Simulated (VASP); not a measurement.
# Si (R3m) in VASP: single point with PBE

Aim: the single point of Si with PBE.

Everything below comes from runs of VASP 6.6.1. Logs are shortened: lines on timing, memory, paths and dates and some standing lists are left out, and cuts for length are marked.

## 1. The cell of the first run

Symmetry: R3m, No. 160, trigonal system. The conventional cell has a = 3.851 Å, b = 3.851 Å, c = 38.188 Å, α = 90.00°, β = 90.00°, γ = 120.00°. Si (site symmetry 3m) has 3 Si at 2.36 Å within 3.1 Å. Si (site symmetry 3m) has 4 Si at 2.36 to 2.38 Å within 3.1 Å. Si (site symmetry 3m) has 4 Si at 2.36 to 2.38 Å within 3.1 Å. Si (site symmetry 3m) has 4 Si at 2.36 to 2.38 Å within 3.1 Å. Si (site symmetry 3m) has 7 Si at 2.36 to 3.26 Å within 3.3 Å. Within 3.1 Å of Si (site symmetry 3m) lie 4 Si at 2.36 to 2.38 Å. Within 3.1 Å of Si (site symmetry 3m) lie 4 Si at 2.36 to 2.38 Å. Si (site symmetry 3m) has 5 Si at 2.36 to 3.18 Å within 3.2 Å.

## 2. Single point, PBE

Input file INCAR:

```
SYSTEM = Si
PREC = Accurate
ENCUT = 520
EDIFF = 1E-7
ISMEAR = 0
SIGMA = 0.05
LREAL = .FALSE.
LASPH = .TRUE.
NELM = 100
ALGO = Normal
ISIF = 2
LWAVE = .FALSE.
LCHARG = .FALSE.
GGA = PE
ISYM = 0
NBANDS = 26
```

Input file KPOINTS:

```
Automatic mesh
0
G
  10 10 3
  0 0 0
```

Input file POSCAR:

```
Si
1.0
   -3.8510822046      0.0000000000      0.0000000000
   -1.9255411023     -3.3351350213      0.0000000000
   -1.9255411023     -1.1117116738     12.7293621948
Si
8
Direct
    0.0311779878      0.0311779878      0.9064660365
    0.1978446545      0.1978446545      0.4064660365
    0.6145113212      0.6145113212      0.1564660365
    0.4478446545      0.4478446545      0.6564660365
    0.3021553455      0.3021553455      0.0935339635
    0.1354886788      0.1354886788      0.5935339635
    0.5521553455      0.5521553455      0.3435339635
    0.3854886788      0.3854886788      0.8435339635
```

Potentials or basis: VASP PAW PBE potentials, release 64 (Si).

Run with:

```bash
$ cat potpaw_PBE.64/Si/POTCAR > POTCAR
$ mpirun -np 1 vasp_std > vasp.out
```

OUTCAR:

```text
SYSTEM = Si
   PREC = Accurate
   ENCUT = 520
   EDIFF = 1E-7
   ISMEAR = 0
   LREAL = .FALSE.
   LASPH = .TRUE.
   NELM = 100
   ISIF = 2
   GGA = PE
   ISYM = 0

 ion  position               nearest neighbor table
   1  0.031  0.031  0.906-   8 2.36   8 2.36   8 2.36
   2  0.198  0.198  0.406-   7 2.36   7 2.36   7 2.36   6 2.38
   3  0.615  0.615  0.156-   5 2.36   5 2.36   5 2.36   7 2.38
   4  0.448  0.448  0.656-   6 2.36   6 2.36   6 2.36   8 2.38
   5  0.302  0.302  0.094-   3 2.36   3 2.36   3 2.36
   6  0.135  0.135  0.594-   4 2.36   4 2.36   4 2.36   2 2.38
   7  0.552  0.552  0.344-   2 2.36   2 2.36   2 2.36   3 2.38
   8  0.385  0.385  0.844-   1 2.36   1 2.36   1 2.36   4 2.38

IMPORTANT INFORMATION: All symmetrisations will be switched off!
NOSYMM: (Re-)initialisation of all symmetry stuff for point group C_1.

----------------------------------------------------------------------------------------

                                     Primitive cell

  volume of cell :     163.4944

  direct lattice vectors                    reciprocal lattice vectors
    -3.851082205  0.000000000  0.000000000    -0.259667269  0.149918968 -0.026186177
    -1.925541102 -3.335135021  0.000000000     0.000000000 -0.299837936 -0.026186177
    -1.925541102 -1.111711674 12.729362195     0.000000000  0.000000000  0.078558531

  length of vectors
     3.851082205  3.851082205 12.922084711     0.300979241  0.300979241  0.078558531

  position of ions in fractional coordinates (direct lattice)
     0.031177988  0.031177988  0.906466036
     0.197844655  0.197844655  0.406466036
     0.614511321  0.614511321  0.156466036
     0.447844655  0.447844655  0.656466036
     0.302155345  0.302155345  0.093533964
     0.135488679  0.135488679  0.593533964
     0.552155345  0.552155345  0.343533964
     0.385488679  0.385488679  0.843533964

  ion indices of the primitive-cell ions
   primitive index   ion index
                 1           1
                 2           2
                 3           3
                 4           4
                 5           5
                 6           6
                 7           7
                 8           8

----------------------------------------------------------------------------------------

 KPOINTS: Automatic mesh

Automatic generation of k-mesh.
 Grid dimensions read from file:
 generate k-points for:   10   10    3

 Generating k-lattice:

  Cartesian coordinates                     Fractional coordinates (reciprocal lattice)
    -0.025966727  0.014991897 -0.002618618     0.100000000  0.000000000  0.000000000
     0.000000000 -0.029983794 -0.002618618     0.000000000  0.100000000  0.000000000
     0.000000000  0.000000000  0.026186177     0.000000000  0.000000000  0.333333333

  Length of vectors
     0.030097924  0.030097924  0.026186177

  Shift w.r.t. Gamma in fractional coordinates (k-lattice)
     0.000000000  0.000000000  0.000000000

 -----------------------------------------------------------------------------
|                                                                             |
|           W    W    AA    RRRRR   N    N  II  N    N   GGGG   !!!           |
|           W    W   A  A   R    R  NN   N  II  NN   N  G    G  !!!           |
|           W    W  A    A  R    R  N N  N  II  N N  N  G       !!!           |
|           W WW W  AAAAAA  RRRRR   N  N N  II  N  N N  G  GGG   !            |
|           WW  WW  A    A  R   R   N   NN  II  N   NN  G    G                |
|           W    W  A    A  R    R  N    N  II  N    N   GGGG   !!!           |
|                                                                             |
|     Your reciprocal lattice and k-lattice belong to different lattice       |
|     classes:                                                                |
|                                                                             |
|        The reciprocal lattice is rhombohedral (trigonal),                   |
|        whereas your k-lattice is base-centered monoclinic.                  |
|                                                                             |
|     Results are often still useful ...                                      |
|                                                                             |
 -----------------------------------------------------------------------------

 WARNING: IBZKPT: internal override: KBLOWUP is changed to .FALSE.
      ... skipping the blow-up phase ...

 Subroutine IBZKPT returns following result:
 ===========================================

 Found    152 irreducible k-points:

 Following reciprocal coordinates:
            Coordinates               Weight
  0.000000  0.000000  0.000000      1.000000
  0.100000  0.000000 -0.000000      2.000000
  0.200000  0.000000 -0.000000      2.000000
  0.300000 -0.000000 -0.000000      2.000000
  0.400000 -0.000000 -0.000000      2.000000
  0.500000  0.000000  0.000000      1.000000
[... 16 lines left out ...]
 -0.400000  0.200000  0.000000      2.000000
 -0.300000  0.200000  0.000000      2.000000
 [... further k-points ...]
   k-points           NKPTS =    152   k-points in BZ     NKDIM =    152   number of bands    NBANDS=     26
   number of dos      NEDOS =    301   number of ions     NIONS =      8
   total plane-waves  NPLWV =  86400
   dimension x,y,z NGX =    30 NGY =   30 NGZ =   96
   dimension x,y,z NGXF=    60 NGYF=   60 NGZF=  192
   ions per type =               8
   NGX,Y,Z   is equivalent  to a cutoff of  12.95, 12.95, 12.35 a.u.
   NGXF,Y,Z  is equivalent  to a cutoff of  25.90, 25.90, 24.70 a.u.
 SYSTEM =  Si
   PREC   = accura    normal or accurate (medium, high low for compatibility)
   ISTART =      0    job   : 0-new  1-cont  2-samecut
   ICHARG =      2    charge: 1-file 2-atom 10-const
   ISPIN  =      1    spin polarized calculation?
   LNONCOLLINEAR =      F non collinear calculations
   LSORBIT =      F    spin-orbit coupling
   LASPH  =      T    aspherical Exc in radial PAW
   ENCUT  =  520.0 eV  38.22 Ry    6.18 a.u.   7.16  7.16 24.03*2*pi/ulx,y,z
   NELM   =    100;   NELMIN=  2; NELMDL= -5     # of ELM steps
   EDIFF  = 0.1E-06   stopping-criterion for ELM
   LREAL  =      F    real-space projection
   EDIFFG = 0.1E-05   stopping-criterion for IOM
   NSW    =      0    number of steps for IOM
   IBRION =     -1    ionic relax: 0-MD 1-quasi-New 2-CG
   NFREE  =      0    steps in history (QN), initial steepest desc. (CG)
   ISIF   =      2    stress and relaxation
   ISYM   =      0    0-nonsym 1-usesym 2-fastsym
   POTIM  = 0.5000    time-step for ionic-motion
   TEBEG  =    0.0;   TEEND  =   0.0 temperature during run
   PSTRESS=    0.0 pullay stress
   NELECT =      32.0000    total number of electrons
   NUPDOWN=      -1.0000    fix difference up-down
   EMIN   =  10.00;   EMAX   =-10.00  energy-range for DOS
   EFERMI =   0.00;   METHOD = LEGACY
   ISMEAR =     0;   SIGMA  =   0.05  broadening in eV -4-tet -1-fermi 0-gaus
   EFERMI_NEDOS =   21; number of points for ismear=-14 and -15
   IALGO  =     38    algorithm
   IMIX   =      4    mixing-type and parameters
     AMIX     =   0.40;   BMIX     =  1.00
     AMIX_MAG =   1.60;   BMIX_MAG =  1.00
  volume/ion in A,a.u.               =      20.44       137.91
  Fermi-wavevector in a.u.,A,eV,Ry     =   0.950511  1.796206 12.292475  0.903471
  Thomas-Fermi vector in A             =   2.078895
   LORBIT       =      0    0 simple, 1 ext, 2 COOP (PROOUT), +10 PAW based schemes
   GGA     = PE    functional components
   LHFCALC =     F    Hartree Fock is set to
   AEXX    =    0.0000 exact exchange contribution
   IVDW    =     0    specifies the selected vdW correction
   LEPSILON=     F    determine dielectric tensor
   LRPA    =     F    only Hartree local field effects (RPA)
 non-spin polarized calculation
 Gauss-broadening in eV      SIGMA  =   0.05
  energy-cutoff  :      520.00
  volume of cell :      163.49
 maximum number of plane-waves:      4428
 NGX is ok and might be reduce to    30
   NGX = 15   NGY = 15   NGZ = 49

 number of electron      32.0000001 magnetization

 Free energy of the ion-electron system (eV)
  ---------------------------------------------------
  ext. energy  EPLUGINS =         0.00000000
  ---------------------------------------------------
  free energy    TOTEN  =       -41.72465541 eV

  energy without entropy =      -41.72138283  energy(sigma->0) =      -41.72301912

 E-fermi :   5.5122     XC(G=0):  -9.3887

 val. band max:        5.4950537056   @ k =   0.0000   0.4000   0.0000
 cond. band min:       5.5170038461   @ k =   0.4000   0.4000   0.0000
 fundamental gap:      0.0219501404
 Fermi energy:         5.5121879534

 k-point     1 :       0.0000    0.0000    0.0000
  band No.  band energies     occupation
      1      -6.1950      2.00000
      2      -5.4656      2.00000
      3      -5.3814      2.00000
      4      -4.0150      2.00000
      5      -1.0891      2.00000
      6       1.6010      2.00000
[... 18 lines left out ...]
     25       8.6547      0.00000
     26       9.3458      0.00000

 k-point     2 :       0.1000    0.0000   -0.0000
  band No.  band energies     occupation
      1      -6.0782      2.00000
      2      -5.3730      2.00000
      3      -5.2421      2.00000
      4      -3.9020      2.00000
      5      -1.0167      2.00000
      6       1.5492      2.00000
[... 18 lines left out ...]
     25       8.9669      0.00000
     26       9.5263      0.00000

 k-point     3 :       0.2000    0.0000   -0.0000
  band No.  band energies     occupation
      1      -5.7320      2.00000
      2      -5.0725      2.00000
      3      -4.8565      2.00000
      4      -3.5672      2.00000
      5      -0.8623      2.00000
      6       1.1716      2.00000
[... 572 lines left out ...]
 k-point    23 :      -0.4000    0.2000    0.0000
  band No.  band energies     occupation
      1      -3.6429      2.00000
      2      -3.2138      2.00000
      3      -2.8936      2.00000
      4      -2.2295      2.00000
      5      -1.8351      2.00000
      6      -1.4248      2.00000
[... 18 lines left out ...]
     25      10.2288      0.00000
     26      10.7515      0.00000

 k-point    24 :      -0.3000    0.2000    0.0000
  band No.  band energies     occupation
      1      -4.1615      2.00000
      2      -3.5457      2.00000
      3      -3.3351      2.00000
      4      -2.0041      2.00000
      5      -1.8040      2.00000
      6      -1.2248      2.00000
[... 18 lines left out ...]
     25      10.2755      0.00000
     26      10.4556      0.00000

 [... further k-points ...]
[... 5 lines left out ...]
  --------------------------------------------------------------------------------------
  -------------------------------------------------------------------------------------
  Total       -1.5703565     -1.5691425      0.4494499     -0.0010517     -0.0023419     -0.0040562
  in kB      -15.3888435    -15.3769465      4.4044234     -0.0103066     -0.0229497     -0.0397493
  external PRESSURE =      -8.7871222 kB  Pullay stress =       0.0000000 kB

 VOLUME and BASIS-vectors are now :
 -----------------------------------------------------------------------------
  energy-cutoff  :      520.00
  volume of cell :      163.49
      direct lattice vectors                 reciprocal lattice vectors
    -3.851082205  0.000000000  0.000000000    -0.259667269  0.149918968 -0.026186177
    -1.925541102 -3.335135021  0.000000000     0.000000000 -0.299837936 -0.026186177
    -1.925541102 -1.111711674 12.729362195     0.000000000  0.000000000  0.078558531

 POSITION                                       TOTAL-FORCE (eV/Angst)
 -----------------------------------------------------------------------------------
     -1.92554     -1.11171     11.53873        -0.002798     -0.001615      0.465027
     -1.92554     -1.11171      5.17405        -0.001463     -0.000844     -0.009399
     -3.85108     -2.22342      1.99171        -0.002287     -0.001320     -0.051620
     -3.85108     -2.22342      8.35639         0.003019      0.001743     -0.234655
     -1.92554     -1.11171      1.19063         0.000440      0.000254     -0.344507
     -1.92554     -1.11171      7.55531        -0.001161     -0.000670      0.043437
     -3.85108     -2.22342      4.37297         0.001599      0.000923      0.056395
     -3.85108     -2.22342     10.73765         0.002650      0.001530      0.075322
 -----------------------------------------------------------------------------------
    total drift:                                0.000002      0.000001      0.000011

  FREE ENERGIE OF THE ION-ELECTRON SYSTEM (eV)
  ---------------------------------------------------
  free  energy   TOTEN  =       -41.7246554140 eV

  energy  without entropy=      -41.7213828340  energy(sigma->0) =      -41.72301912
```

Run time: 9.8 min. Hardware: 1 thread of Intel Xeon Platinum 8259CL at 2.50GHz (Skylake/Cascade Lake), shared host; peak memory 0.57 GiB.

Results:

```
Free energy            : -41.7247 eV
Pressure               : -0.9 GPa
Largest force          : 0.465 eV/Å
Band gap on the k mesh : zero (bands 16 and 17 overlap by 0.67 eV)
```

Forces on the atoms (eV/Å):
```
Si  -0.003 -0.002  0.465
Si  -0.001 -0.001 -0.009
Si  -0.002 -0.001 -0.052
Si   0.003  0.002 -0.235
Si   0.000  0.000 -0.345
Si  -0.001 -0.001  0.043
Si   0.002  0.001  0.056
Si   0.003  0.002  0.075
```

Levels at points of the mesh, in eV from the Fermi level:
| k point | band 14 | band 15 | band 16 | band 17 | band 18 | band 19 |
| --- | --- | --- | --- | --- | --- | --- |
| (0.00, 0.00, 0.00) | 0.06 | 0.06 | 0.35 | 1.53 | 1.57 | 2.20 |
| (0.50, 0.00, 0.00) | -1.47 | -1.41 | -0.79 | -0.21 | 0.99 | 1.19 |
| (0.00, 0.50, 0.00) | -1.47 | -1.41 | -0.79 | -0.21 | 0.99 | 1.19 |
| (0.50, 0.50, 0.00) | -2.03 | -1.11 | -0.92 | 0.02 | 0.91 | 1.30 |

Caveat: semilocal functionals underestimate gaps, so a narrow gap can read as zero.
